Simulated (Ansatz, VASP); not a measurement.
## One calculation of Al3P2, two programs

```xyz
5
Lattice="4.2563 0.0000 0.0000 0.0000 4.2563 0.0000 0.0000 0.0000 5.6705" Properties=species:S:1:pos:R:3 pbc="T T T"
Al    2.1281    0.0000    5.6064
Al    0.0000    2.1281    5.6064
Al    0.0000    0.0000    1.8534
P     0.0000    0.0000    4.2625
P     2.1281    2.1281    1.2138
```

Change from the starting cell: species swapped into the Cu3Te2 type (P4mm, No. 99).

Alike in both runs: functional PBE; k mesh 10 × 10 × 6; occupations gaussian, width 0.1 eV; no spin polarisation.

Ansatz relaxed the structure, and its values are those at the end. VASP's run is a single point on that final structure, the one shown.

|  | VASP | Ansatz |
| --- | --- | --- |
| version | VASP 6.6.1 | Ansatz 0.2.0 |
| potentials or method | VASP PAW PBE potentials, release 64 (Al, P), cutoff 520 eV | scalar-relativistic, plane waves, PAW |
| valence electrons in the cell | 19 | 19 |

```csv
,VASP,Ansatz,Ansatz less VASP
gap on the k mesh at the Fermi level (eV),none,none,-
pressure (GPa),-0.1,0.0,+0.07
rms of the force components (eV/Å),0.004,0.000,-0.0033
```

A gap of «none» marks a metal or a gap that the smearing closes. With one functional, cell and mesh, what is left measures potentials, basis and numerics.
